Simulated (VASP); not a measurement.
# PtC (zincblende type) in VASP: a series of runs, part 2 of 2

VASP 6.6.1. Earlier steps stand in the parts before.

## Step 3: Electric field gradients, PBE (equal xy, yz and zx shear strains of -1.5 %)

Contents of INCAR:

```
SYSTEM = PtC
ALGO     = Normal         ! electronic algorithm
EDIFF    = 1E-8           ! SCF threshold, eV
ENCUT    = 520            ! plane-wave cutoff, eV
GGA      = PE             ! functional
ISIF     = 2              ! what is computed and relaxed
ISMEAR   = -1             ! smearing method
LASPH    = .True.         ! aspherical terms in the spheres
LCHARG   = .False.        ! write CHGCAR
LEFG     = .True.       
LREAL    = .False.        ! projectors in reciprocal space
LWAVE    = .False.        ! write WAVECAR
NBANDS   = 14             ! bands
NELM     = 60             ! most SCF steps
PREC     = Accurate       ! precision mode
SIGMA    = 0.08           ! smearing width, eV
```

Contents of KPOINTS:

```
k-points
0
Gamma
  13 13 13
  0 0 0
```

Contents of POSCAR:

```
PtC
1.0
   -0.0353908484      2.3416944668      2.3416944668
    2.3416944668     -0.0353908484      2.3416944668
    2.3416944668      2.3416944668     -0.0353908484
Pt C
1 1
Direct
    0.0000000000      0.0000000000      0.0000000000
    0.2500000000      0.2500000000      0.2500000000
```

Potentials or basis: VASP PAW PBE potentials, release 64 (Pt, C).

Launch:

```sh
$ cat potpaw_PBE.64/Pt/POTCAR potpaw_PBE.64/C/POTCAR > POTCAR
$ mpirun -np 1 vasp_std > vasp.out
```

OUTCAR:

```text
SYSTEM = PtC
   EDIFF = 1E-8
   ENCUT = 520
   GGA = PE
   ISIF = 2
   ISMEAR = -1
   LASPH = .True.
   LREAL = .False.
   NELM = 60
   PREC = Accurate

 ion  position               nearest neighbor table
   1  0.000  0.000  0.000-   2 2.01   2 2.05   2 2.05   2 2.05
   2  0.250  0.250  0.250-   1 2.01   1 2.05   1 2.05   1 2.05

  LATTYP: Found a trigonal (rhomboedric) cell.
 ALAT       =     3.3118451751
 COS(alpha) =     0.4848312789

  Lattice vectors:

 A1 = (  -0.0353908484,   2.3416944668,   2.3416944668)
 A2 = (   2.3416944668,  -0.0353908484,   2.3416944668)
 A3 = (   2.3416944668,   2.3416944668,  -0.0353908484)

Analysis of symmetry for initial positions (statically):
=====================================================================
 Subroutine PRICEL returns:
 Original cell was already a primitive cell.

 Routine SETGRP: Setting up the symmetry group for a
[... 597 lines left out ...]
  energy-cutoff  :      520.00
  volume of cell :       26.26
      direct lattice vectors                 reciprocal lattice vectors
    -0.035390848  2.341694467  2.341694467    -0.208740044  0.211943216  0.211943216
     2.341694467 -0.035390848  2.341694467     0.211943216 -0.208740044  0.211943216
     2.341694467  2.341694467 -0.035390848     0.211943216  0.211943216 -0.208740044

 POSITION                                       TOTAL-FORCE (eV/Angst)
 -----------------------------------------------------------------------------------
      0.00000      0.00000      0.00000        -0.117318     -0.117318     -0.117318
      1.16200      1.16200      1.16200         0.117318      0.117318      0.117318
 -----------------------------------------------------------------------------------
    total drift:                                0.000143      0.000143      0.000143

  FREE ENERGIE OF THE ION-ELECTRON SYSTEM (eV)
  ---------------------------------------------------
  free  energy   TOTEN  =       -13.5522584562 eV

  energy  without entropy=      -13.5348989367  energy(sigma->0) =      -13.54357870

 Electric field gradients (V/A^2)
---------------------------------------------------------------------
 ion       V_xx      V_yy      V_zz      V_xy      V_xz      V_yz
---------------------------------------------------------------------
   1       0.000    -0.000     0.000     4.465     4.465     4.465
   2       0.000    -0.000    -0.000    -0.548    -0.548    -0.548
---------------------------------------------------------------------

 Electric field gradients after diagonalization (V/A^2)
 (convention: |V_zz| > |V_xx| > |V_yy|)
----------------------------------------------------------------------
 ion       V_xx      V_yy      V_zz     asymmetry (V_yy - V_xx)/ V_zz
----------------------------------------------------------------------
   1      -4.465    -4.465     8.929       0.000
   2       0.548     0.548    -1.097       0.000
----------------------------------------------------------------------

           NMR quadrupolar parameters

 Cq : quadrupolar parameter    Cq=e*Q*V_zz/h
 eta: asymmetry parameters     (V_yy - V_xx)/ V_zz
 Q  : nuclear electric quadrupole moment in mb (millibarn)
----------------------------------------------------------------------
 ion       Cq(MHz)       eta       Q (mb)
----------------------------------------------------------------------
   1       0.022       0.000       1.000
   2      -0.003       0.000       1.000
----------------------------------------------------------------------
```

OSZICAR:

```text
N       E                     dE             d eps       ncg     rms          rms(c)
DAV:   1     0.552303888160E+02    0.55230E+02   -0.69348E+03  6620   0.917E+02
DAV:   2    -0.139469754284E+02   -0.69177E+02   -0.63485E+02  8022   0.198E+02
DAV:   3    -0.157184041784E+02   -0.17714E+01   -0.17621E+01  7632   0.313E+01
DAV:   4    -0.157281181859E+02   -0.97140E-02   -0.97135E-02  7704   0.270E+00
DAV:   5    -0.157282207919E+02   -0.10261E-03   -0.10261E-03  7920   0.277E-01    0.212E+01
DAV:   6    -0.138691708739E+02    0.18590E+01   -0.12596E+01  6510   0.276E+01    0.896E+00
DAV:   7    -0.135755835856E+02    0.29359E+00   -0.14532E+00  6558   0.103E+01    0.563E+00
DAV:   8    -0.135551510761E+02    0.20433E-01   -0.56276E-02  7344   0.179E+00    0.118E+00
DAV:   9    -0.135522169571E+02    0.29341E-02   -0.67623E-03  7872   0.665E-01    0.171E-01
DAV:  10    -0.135522535353E+02   -0.36578E-04   -0.86615E-04  7782   0.206E-01    0.380E-02
DAV:  11    -0.135522594949E+02   -0.59596E-05   -0.16501E-05  7560   0.341E-02    0.128E-02
DAV:  12    -0.135522584479E+02    0.10469E-05   -0.18512E-06  7446   0.102E-02    0.389E-03
DAV:  13    -0.135522584217E+02    0.26198E-07   -0.52560E-07  6816   0.557E-03    0.965E-04
DAV:  14    -0.135522584368E+02   -0.15105E-07   -0.98384E-09  5720   0.892E-04    0.250E-04
DAV:  15    -0.135522584519E+02   -0.15036E-07   -0.25520E-09  4998   0.364E-04    0.966E-05
DAV:  16    -0.135522584562E+02   -0.43611E-08   -0.22249E-10  3498   0.124E-04
   1 F= -.13552258E+02 E0= -.13543579E+02  d E =-.173595E-01
```

stdout:

```text
POSCAR found type information on POSCAR PtC
 POSCAR found :  2 types and       2 ions
 scaLAPACK will be used
 LDA part: xc-table for (Slater+PW92), standard interpolation
 POSCAR, INCAR and KPOINTS ok, starting setup
 FFT: planning ... GRIDC
 FFT: planning ... GRID_SOFT
 FFT: planning ... GRID
 WAVECAR not read
 entering main loop
ion   1

ion   2
```

Wall time 2.8 min (1 thread of Intel Xeon Platinum 8375C at 2.90GHz (Ice Lake), shared host); peak memory 0.23 GiB.

Results:

| Property | Result |
| --- | --- |
| Free energy | -13.5523 eV |
| Pressure | 0.3 GPa |
| Largest force | 0.203 eV/Å |
| Band gap on the k mesh | zero (bands 7 and 8 overlap by 4.30 eV) |
| Largest electric field gradient by atom | Pt +8.9; C -1.1 V/Å² |

Forces in eV/Å, atoms in the order of the input:
```
Pt  -0.117 -0.117 -0.117
C    0.117  0.117  0.117
```

Stress tensor (GPa, compression positive):
```
0.30 1.06 1.06
1.06 0.30 1.06
1.06 1.06 0.30
```

Electric field gradients, principal values (V/Å²):
| atom | least | middle | greatest (by size) |
| --- | --- | --- | --- |
| 1 Pt | -4.465 | -4.465 | 8.929 |
| 2 C | 0.548 | 0.548 | -1.097 |

Caveat: the cell differs from its parent crystal (equal xy, yz and zx shear strains of -1.5 %); without QUAD_EFG the Cq values of the log hold for a quadrupole moment of 1 mb, not for the nuclei; spin-orbit coupling is left out, which moves the levels of the heavy elements.
